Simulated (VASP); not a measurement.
# Ca (Fd-3m) in VASP: further runs

Runs on Ca. Level: PBEsol. Tasks: single point.

Everything below comes from runs of VASP 6.6.1. Logs are shortened: lines on timing, memory, paths and dates and some standing lists are left out, and cuts for length are marked.

**1. The cell of the first run**

Symmetry: Fd-3m, No. 227, cubic system. Conventional cell: a = 8.520 Å, b = 8.520 Å, c = 8.520 Å, α = 90.00°, β = 90.00°, γ = 90.00°. Ca (site symmetry -43m) has 4 Ca at 3.69 Å within 4.8 Å.

This isn't the form of Ca at room conditions, which is fcc.

**2. Single point, PBEsol (77.32 Å³/atom)**

Input file INCAR:

```
SYSTEM = Ca
  PREC = Accurate
  ENCUT = 520
  EDIFF = 1E-6
  ISMEAR = -1
  SIGMA = 0.1
  LREAL = .False.
  LASPH = .True.
  NELM = 100
  ALGO = Normal
  ISIF = 2
  LWAVE = .False.
  LCHARG = .False.
  GGA = PS
  NBANDS = 17
```

Input file KPOINTS:

```
Automatic mesh
0
Gamma
  8 8 8
  0 0 0
```

Input file POSCAR:

```
Ca
1.0
    0.0000000000      4.2601839839      4.2601839839
    4.2601839839      0.0000000000      4.2601839839
    4.2601839839      4.2601839839      0.0000000000
Ca
2
Direct
    0.1250000000      0.1250000000      0.1250000000
    0.8750000000      0.8750000000      0.8750000000
```

Potentials or basis: VASP PAW PBE potentials, release 64 (Ca_sv).

Launch:

```
$ cat potpaw_PBE.64/Ca_sv/POTCAR > POTCAR
$ mpirun -np 1 vasp_std > vasp.out
```

OUTCAR:

```text
SYSTEM = Ca
   PREC = Accurate
   ENCUT = 520
   EDIFF = 1E-6
   ISMEAR = -1
   LREAL = .False.
   LASPH = .True.
   NELM = 100
   ISIF = 2
   GGA = PS

 ion  position               nearest neighbor table
   1  0.125  0.125  0.125-
   2  0.875  0.875  0.875-

  LATTYP: Found a face centered cubic cell.
 ALAT       =     8.5203679678

  Lattice vectors:

 A1 = (   0.0000000000,   4.2601839839,   4.2601839839)
 A2 = (   4.2601839839,   0.0000000000,   4.2601839839)
 A3 = (   4.2601839839,   4.2601839839,   0.0000000000)

Analysis of symmetry for initial positions (statically):
=====================================================================
 Subroutine PRICEL returns:
 Original cell was already a primitive cell.

 Routine SETGRP: Setting up the symmetry group for a
 face centered cubic supercell.

 Subroutine GETGRP returns: Found 48 space group operations
 (whereof 12 operations were pure point group operations)
 out of a pool of 48 trial point group operations.

The static configuration has the point symmetry D_3d.
 The point group associated with its full space group is O_h .

Analysis of symmetry for dynamics (positions and initial velocities):
=====================================================================
 Subroutine PRICEL returns:
 Original cell was already a primitive cell.

 Routine SETGRP: Setting up the symmetry group for a
 face centered cubic supercell.

 Subroutine GETGRP returns: Found 48 space group operations
 (whereof 12 operations were pure point group operations)
 out of a pool of 48 trial point group operations.

The dynamic configuration has the point symmetry D_3d.
 The point group associated with its full space group is O_h .

 Subroutine INISYM returns: Found 48 space group operations
 (whereof 12 operations are pure point group operations),
 and found     1 'primitive' translations

----------------------------------------------------------------------------------------

                                     Primitive cell

  volume of cell :     154.6376

  direct lattice vectors                    reciprocal lattice vectors
     0.000000000  4.260183984  4.260183984    -0.117365823  0.117365823  0.117365823
     4.260183984  0.000000000  4.260183984     0.117365823 -0.117365823  0.117365823
     4.260183984  4.260183984  0.000000000     0.117365823  0.117365823 -0.117365823

  length of vectors
     6.024809968  6.024809968  6.024809968     0.203283569  0.203283569  0.203283569

  position of ions in fractional coordinates (direct lattice)
[... 79 lines left out ...]
   EDIFF  = 0.1E-05   stopping-criterion for ELM
   LREAL  =      F    real-space projection
   EDIFFG = 0.1E-04   stopping-criterion for IOM
   NSW    =      0    number of steps for IOM
   IBRION =     -1    ionic relax: 0-MD 1-quasi-New 2-CG
   NFREE  =      0    steps in history (QN), initial steepest desc. (CG)
   ISIF   =      2    stress and relaxation
   ISYM   =      2    0-nonsym 1-usesym 2-fastsym
   POTIM  = 0.5000    time-step for ionic-motion
   TEBEG  =    0.0;   TEEND  =   0.0 temperature during run
   PSTRESS=    0.0 pullay stress
   NELECT =      20.0000    total number of electrons
   NUPDOWN=      -1.0000    fix difference up-down
   EMIN   =  10.00;   EMAX   =-10.00  energy-range for DOS
   EFERMI =   0.00;   METHOD = LEGACY
   ISMEAR =    -1;   SIGMA  =   0.10  broadening in eV -4-tet -1-fermi 0-gaus
   EFERMI_NEDOS =   21; number of points for ismear=-14 and -15
   IALGO  =     38    algorithm
   IMIX   =      4    mixing-type and parameters
     AMIX     =   0.40;   BMIX     =  1.00
     AMIX_MAG =   1.60;   BMIX_MAG =  1.00
  volume/ion in A,a.u.               =      77.32       521.77
  Fermi-wavevector in a.u.,A,eV,Ry     =   0.827904  1.564511  9.325766  0.685424
  Thomas-Fermi vector in A             =   1.940188
   LORBIT       =      0    0 simple, 1 ext, 2 COOP (PROOUT), +10 PAW based schemes
   GGA     = PS    functional components
   LHFCALC =     F    Hartree Fock is set to
   AEXX    =    0.0000 exact exchange contribution
   IVDW    =     0    specifies the selected vdW correction
   LEPSILON=     F    determine dielectric tensor
   LRPA    =     F    only Hartree local field effects (RPA)
 non-spin polarized calculation
  energy-cutoff  :      520.00
  volume of cell :      154.64
 maximum number of plane-waves:      4184
 NGX is ok and might be reduce to    48
   NGX = 23   NGY = 23   NGZ = 23

 number of electron      19.9999998 magnetization

 Free energy of the ion-electron system (eV)
  ---------------------------------------------------
  ext. energy  EPLUGINS =         0.00000000
  ---------------------------------------------------
  free energy    TOTEN  =        -2.10472306 eV

  energy without entropy =       -1.99437237  energy(sigma->0) =       -2.04954772

 E-fermi :  -0.0864     XC(G=0):  -5.9635

 val. band max:       -0.0886327521   @ k =  -0.2500   0.1250   0.0000
 cond. band min:      -0.0277732664   @ k =  -0.3750   0.2500   0.0000
 fundamental gap:      0.0608594857
 Fermi energy:        -0.0863661835

 k-point     1 :       0.0000    0.0000    0.0000
  band No.  band energies     occupation
      1     -43.0509      2.00000
      2     -43.0320      2.00000
      3     -24.1116      2.00000
      4     -24.1116      2.00000
      5     -24.1116      2.00000
      6     -24.0451      2.00000
[... 457 lines left out ...]
      4     -24.1201      2.00000
      5     -24.0961      2.00000
      6     -24.0613      2.00000
[... 9 lines left out ...]
     16       1.5656      0.00000
     17       1.7758      0.00000

 [... further k-points ...]

------------------------ aborting loop because EDIFF is reached ----------------------------------------

  FORCE on cell =-STRESS in cart. coord.  units (eV):
  Direction    XX          YY          ZZ          XY          YZ          ZX
  --------------------------------------------------------------------------------------
  -------------------------------------------------------------------------------------
  Total       -0.1494365     -0.1494365     -0.1494365     -0.0000000      0.0000000     -0.0000000
  in kB       -1.5482897     -1.5482897     -1.5482897     -0.0000000      0.0000000     -0.0000000
  external PRESSURE =      -1.5482897 kB  Pullay stress =       0.0000000 kB

 VOLUME and BASIS-vectors are now :
 -----------------------------------------------------------------------------
  energy-cutoff  :      520.00
  volume of cell :      154.64
      direct lattice vectors                 reciprocal lattice vectors
     0.000000000  4.260183984  4.260183984    -0.117365823  0.117365823  0.117365823
     4.260183984  0.000000000  4.260183984     0.117365823 -0.117365823  0.117365823
     4.260183984  4.260183984  0.000000000     0.117365823  0.117365823 -0.117365823

 POSITION                                       TOTAL-FORCE (eV/Angst)
 -----------------------------------------------------------------------------------
      1.06505      1.06505      1.06505         0.000000     -0.000000     -0.000000
      7.45532      7.45532      7.45532        -0.000000      0.000000      0.000000
 -----------------------------------------------------------------------------------
    total drift:                                0.000000      0.000000      0.000000

  FREE ENERGIE OF THE ION-ELECTRON SYSTEM (eV)
  ---------------------------------------------------
  free  energy   TOTEN  =        -2.1047230641 eV

  energy  without entropy=       -1.9943723688  energy(sigma->0) =       -2.04954772
```

OSZICAR:

```text
N       E                     dE             d eps       ncg     rms          rms(c)
DAV:   1     0.148375006455E+03    0.14838E+03   -0.95927E+03  1090   0.959E+02
DAV:   2     0.702176306563E+01   -0.14135E+03   -0.14005E+03  1190   0.276E+02
DAV:   3    -0.173306668947E+01   -0.87548E+01   -0.86609E+01  1901   0.468E+01
DAV:   4    -0.207879498969E+01   -0.34573E+00   -0.34492E+00  1355   0.996E+00
DAV:   5    -0.209457296018E+01   -0.15778E-01   -0.15767E-01  1623   0.152E+00    0.217E+00
DAV:   6    -0.209786106771E+01   -0.32881E-02   -0.17073E-02  1387   0.104E+00    0.132E+00
DAV:   7    -0.210477752429E+01   -0.69165E-02   -0.23705E-02  1214   0.140E+00    0.935E-02
DAV:   8    -0.210460109919E+01    0.17643E-03   -0.16954E-03  1380   0.285E-01    0.313E-02
DAV:   9    -0.210472760014E+01   -0.12650E-03   -0.38811E-04  1812   0.714E-02    0.155E-02
DAV:  10    -0.210472397139E+01    0.36288E-05   -0.51472E-05  1318   0.546E-02    0.384E-03
DAV:  11    -0.210472306409E+01    0.90730E-06   -0.44988E-06  1603   0.119E-02
   1 F= -.21047231E+01 E0= -.20495477E+01  d E =-.110351E+00
```

Run time: 30 s. Hardware: 1 thread of Intel Xeon 6975P-C (Granite Rapids), shared host; peak memory 0.33 GiB.

Results:

- Free energy: -2.1047 eV
- Pressure: -0.2 GPa
- Band gap on the k mesh: zero (bands 10 and 11 overlap by 0.81 eV)

Levels at points of the mesh, in eV from the Fermi level:
```tsv
k point	band 7	band 8	band 9	band 10	band 11	band 12	band 13	band 14
(0.00, 0.00, 0.00)	-23.96	-23.96	-3.01	0.65	0.65	0.65	0.87	0.87
(0.50, 0.00, 0.00)	-23.95	-23.95	-1.87	-0.87	0.74	0.74	0.74	0.82
(0.50, 0.50, 0.00)	-23.95	-23.95	-1.05	-1.05	0.21	0.21	0.82	0.82
```

Caveat: the PAW data sets were made with another functional, which shifts forces and pressure a little.

**3. Single point, PBEsol (80.29 Å³/atom)**

This run uses another cell than the first one, of 80.29 Å³/atom.

Input file INCAR:

```
SYSTEM = Ca
  ALGO = Normal
  EDIFF = 1E-6
  ENCUT = 520
  GGA = PS
  ISIF = 2
  ISMEAR = -1
  LASPH = .True.
  LCHARG = .False.
  LREAL = .False.
  LWAVE = .False.
  NBANDS = 17
  NELM = 60
  PREC = Accurate
  SIGMA = 0.1
```

Input file KPOINTS:

```
k-points
0
Gamma
  8 8 8
  0 0 0
```

Input file POSCAR:

```
Ca
1.0
    0.0000000000      4.3141160887      4.3141160887
    4.3141160887      0.0000000000      4.3141160887
    4.3141160887      4.3141160887      0.0000000000
Ca
2
Direct
    0.1250000000      0.1250000000      0.1250000000
    0.8750000000      0.8750000000      0.8750000000
```

Potentials or basis: VASP PAW PBE potentials, release 64 (Ca_sv).

Launch:

```
$ cat potpaw_PBE.64/Ca_sv/POTCAR > POTCAR
$ mpirun -np 1 vasp_std > vasp.out
```

Wall time 31 s (1 thread of Intel Xeon 6975P-C (Granite Rapids), shared host); peak memory 0.32 GiB.

Results (log left out):

* Free energy: -2.0968 eV
* Pressure: -0.3 GPa
* Band gap on the k mesh: zero (bands 10 and 11 overlap by 0.78 eV)

Levels at points of the mesh, in eV from the Fermi level:
| k point | band 8 | band 9 | band 10 | band 11 | band 12 | band 13 |
| --- | --- | --- | --- | --- | --- | --- |
| (0.00, 0.00, 0.00) | -24.01 | -2.96 | 0.64 | 0.64 | 0.64 | 0.87 |
| (0.50, 0.00, 0.00) | -24.00 | -1.86 | -0.87 | 0.73 | 0.75 | 0.75 |
| (0.50, 0.50, 0.00) | -24.00 | -1.06 | -1.06 | 0.23 | 0.23 | 0.78 |

Caveat: the PAW data sets were made with another functional, which shifts forces and pressure a little.

**4. Single point, PBEsol (83.27 Å³/atom)**

This run uses another cell than the first one, of 83.27 Å³/atom.

Input file INCAR:

```
  PREC = Accurate
  ENCUT = 520
  EDIFF = 1E-7
  ISMEAR = -1
  SIGMA = 0.1
  LREAL = F
  LASPH = T
  NELM = 80
  ALGO = Normal
  ISIF = 2
  LWAVE = F
  LCHARG = F
  GGA = PS
  NBANDS = 17
```

Input file KPOINTS:

```
regular mesh
0
Gamma
  8 8 8
```

Input file POSCAR:

```
Ca
1.0
    0.0000000000      4.3667324462      4.3667324462
    4.3667324462      0.0000000000      4.3667324462
    4.3667324462      4.3667324462      0.0000000000
Ca
2
Direct
    0.1250000000      0.1250000000      0.1250000000
    0.8750000000      0.8750000000      0.8750000000
```

Potentials or basis: VASP PAW PBE potentials, release 64 (Ca_sv).

Launch:

```
$ cat potpaw_PBE.64/Ca_sv/POTCAR > POTCAR
$ mpirun -np 1 vasp_std > vasp.out
```

OUTCAR:

```text
PREC = Accurate
   ENCUT = 520
   EDIFF = 1E-7
   ISMEAR = -1
   LREAL = F
   LASPH = T
   NELM = 80
   ISIF = 2
   GGA = PS

 ion  position               nearest neighbor table
   1  0.125  0.125  0.125-
   2  0.875  0.875  0.875-

  LATTYP: Found a face centered cubic cell.
 ALAT       =     8.7334648924

  Lattice vectors:

 A1 = (   0.0000000000,   4.3667324462,   4.3667324462)
[... 663 lines left out ...]
     16       1.3398      0.00000
     17       1.5352      0.00000

 [... further k-points ...]

------------------------ aborting loop because EDIFF is reached ----------------------------------------

  FORCE on cell =-STRESS in cart. coord.  units (eV):
  Direction    XX          YY          ZZ          XY          YZ          ZX
  --------------------------------------------------------------------------------------
  -------------------------------------------------------------------------------------
  Total       -0.4451569     -0.4451569     -0.4451569      0.0000000      0.0000000      0.0000000
  in kB       -4.2827619     -4.2827619     -4.2827619      0.0000000      0.0000000      0.0000000
  external PRESSURE =      -4.2827619 kB  Pullay stress =       0.0000000 kB

 VOLUME and BASIS-vectors are now :
 -----------------------------------------------------------------------------
  energy-cutoff  :      520.00
  volume of cell :      166.53
      direct lattice vectors                 reciprocal lattice vectors
     0.000000000  4.366732446  4.366732446    -0.114502092  0.114502092  0.114502092
     4.366732446  0.000000000  4.366732446     0.114502092 -0.114502092  0.114502092
     4.366732446  4.366732446  0.000000000     0.114502092  0.114502092 -0.114502092

 POSITION                                       TOTAL-FORCE (eV/Angst)
 -----------------------------------------------------------------------------------
      1.09168      1.09168      1.09168        -0.000000      0.000000     -0.000000
      7.64178      7.64178      7.64178         0.000000     -0.000000      0.000000
 -----------------------------------------------------------------------------------
    total drift:                                0.000000      0.000000      0.000000

  FREE ENERGIE OF THE ION-ELECTRON SYSTEM (eV)
  ---------------------------------------------------
  free  energy   TOTEN  =        -2.0838172629 eV

  energy  without entropy=       -1.9763479719  energy(sigma->0) =       -2.03008262
```

OSZICAR:

```text
N       E                     dE             d eps       ncg     rms          rms(c)
DAV:   1     0.140622048493E+03    0.14062E+03   -0.95822E+03  1130   0.944E+02
DAV:   2     0.675334026389E+01   -0.13387E+03   -0.13259E+03  1217   0.272E+02
DAV:   3    -0.175145391363E+01   -0.85048E+01   -0.84676E+01  1927   0.443E+01
DAV:   4    -0.205612354505E+01   -0.30467E+00   -0.30247E+00  1352   0.949E+00
DAV:   5    -0.206850078945E+01   -0.12377E-01   -0.12370E-01  1638   0.142E+00    0.217E+00
DAV:   6    -0.207497038622E+01   -0.64696E-02   -0.15445E-02  1347   0.995E-01    0.133E+00
DAV:   7    -0.208378261673E+01   -0.88122E-02   -0.24726E-02  1254   0.139E+00    0.914E-02
DAV:   8    -0.208368452062E+01    0.98096E-04   -0.16449E-03  1454   0.276E-01    0.315E-02
DAV:   9    -0.208381642837E+01   -0.13191E-03   -0.33964E-04  1764   0.718E-02    0.135E-02
DAV:  10    -0.208381793276E+01   -0.15044E-05   -0.39363E-05  1350   0.494E-02    0.445E-03
DAV:  11    -0.208381691266E+01    0.10201E-05   -0.38684E-06  1634   0.133E-02    0.190E-03
DAV:  12    -0.208381717330E+01   -0.26064E-06   -0.57379E-07  1095   0.329E-03    0.922E-04
DAV:  13    -0.208381726295E+01   -0.89646E-07   -0.57916E-08   964   0.146E-03
   1 F= -.20838173E+01 E0= -.20300826E+01  d E =-.107469E+00
```

stdout:

```text
POSCAR found type information on POSCAR Ca
 POSCAR found :  1 types and       2 ions
 scaLAPACK will be used
 -----------------------------------------------------------------------------
|                                                                             |
|                                                                             |
|     You enforced a specific xc type in the INCAR file but a different       |
|     I HOPE YOU KNOW WHAT YOU ARE DOING!                                     |
|                                                                             |
 -----------------------------------------------------------------------------

 LDA part: xc-table for (Slater+PW92), standard interpolation
 POSCAR, INCAR and KPOINTS ok, starting setup
 FFT: planning ... GRIDC
 FFT: planning ... GRID_SOFT
 FFT: planning ... GRID
 WAVECAR not read
 entering main loop
```

It took 34 s on 1 thread of Intel Xeon 6975P-C (Granite Rapids), shared host; peak memory 0.34 GiB.

Results:

```yaml
Free_energy: -2.0838 eV
Pressure: -0.4 GPa
Band_gap_on_the_k_mesh: zero (bands 10 and 11 overlap by 0.75 eV)
```

Levels at points of the mesh, in eV from the Fermi level:
```csv
k point,band 6,band 7,band 8,band 9,band 10,band 11,band 12,band 13,band 14,band 15
"(0.00, 0.00, 0.00)",-24.06,-24.06,-24.06,-2.92,0.62,0.62,0.62,0.87,0.87,1.37
"(0.50, 0.00, 0.00)",-24.06,-24.05,-24.05,-1.86,-0.86,0.72,0.75,0.75,0.78,0.78
"(0.50, 0.50, 0.00)",-24.08,-24.05,-24.05,-1.07,-1.07,0.25,0.25,0.75,0.75,1.43
```

Caveat: the PAW data sets were made with another functional, which shifts forces and pressure a little.

**5. Summary**

| cell | gap on the mesh (eV) | pressure (GPa) |
| --- | --- | --- |
| a = 6.025 Å, angles 60.0°, 2 atoms | none | -0.2 |
| a = 6.101 Å, angles 60.0°, 2 atoms | none | -0.3 |
| a = 6.175 Å, angles 60.0°, 2 atoms | none | -0.4 |

Alike in all rows: task single point; level PBEsol; potentials or basis VASP PAW PBE potentials, release 64 (Ca_sv); no spin polarisation; k mesh 8 × 8 × 8; cutoff (eV) 520; smearing fermi-dirac 0.1 eV.

Caveats: the PAW data sets were made with another functional, which shifts forces and pressure a little.

Absolute energies hang on the potentials; compare differences alone.
